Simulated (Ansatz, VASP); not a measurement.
**HgTe: VASP beside Ansatz**

INCAR

```
SYSTEM = HgTe
ALGO = Normal ; EDIFF = 1E-7
ENCUT = 520 ; GGA = PE
GGA_COMPAT = .FALSE. ; ISIF = 2
ISMEAR = -1 ; LASPH = .TRUE.
LCHARG = .FALSE. ; LORBIT = 11
LORBMOM = .TRUE. ; LREAL = .FALSE.
LSORBIT = .TRUE. ; LWAVE = .FALSE.
MAGMOM = 0 0 0 0 0 0 ; NBANDS = 30
NELM = 150 ; PREC = Accurate
SIGMA = 0.08
```

KPOINTS

```
k-points
0
G
  12 12 12
  0 0 0
```

The input POSCAR:

```
HgTe
1.0
    0.0000000000      2.9215000000      2.9215000000
    2.9215000000      0.0000000000      2.9215000000
    2.9215000000      2.9215000000      0.0000000000
Hg Te
1 1
Direct
    0.0000000000      0.0000000000      0.0000000000
    0.5000000000      0.5000000000      0.5000000000
```

Input for Ansatz:

```yaml
crystal:
  lattice:
    - [0.0, 2.9215, 2.9215]
    - [2.9215, 0.0, 2.9215]
    - [2.9215, 2.9215, 0.0]
  atoms:
    - { symbol: Hg, position: [0.0, 0.0, 0.0] }
    - { symbol: Te, position: [0.5, 0.5, 0.5] }
kpoints:
  mp_grid: { grid: [12, 12, 12] }
  band_path:
    path:
      - [0.0, 0.0, 0.0]
      - [0.5, 0.0, 0.5]
      - [0.625, 0.25, 0.625]
      - [0.375, 0.375, 0.75]
      - [0.0, 0.0, 0.0]
      - [0.5, 0.5, 0.5]
      - [0.5, 0.25, 0.75]
      - [0.5, 0.0, 0.5]
    npoints: 5
scf:
  occupations: { method: fermi_dirac, width: 0.08 }
hamiltonian:
  xc: pbe
  pseudopotentials: { kind: all_electron, lapw: { basis_error: 0.001 } }
output:
  forces: true
  stress: true
  eigenvalues: true
magnetization:
  noncollinear: true
  spin_orbit: true
```

Alike in both runs: task single point; functional PBE; k mesh 12 × 12 × 12; occupations fermi-dirac, width 0.08 eV; non-collinear spin, spin-orbit coupling.

|  | VASP | Ansatz |
| --- | --- | --- |
| version | VASP 6.6.1 | Ansatz 0.2.0 |
| potentials or method | VASP PAW PBE potentials, release 64 (Hg, Te), cutoff 520 eV | all-electron LAPW |

|  | VASP | Ansatz | Ansatz less VASP |
| --- | --- | --- | --- |
| pressure (GPa) | 10.5 | 10.0 | -0.47 |
| net moment per atom (μB) | 0.00 | 0.00 | 0.000 |

Ansatz ran all-electron here, and VASP with PAW potentials.
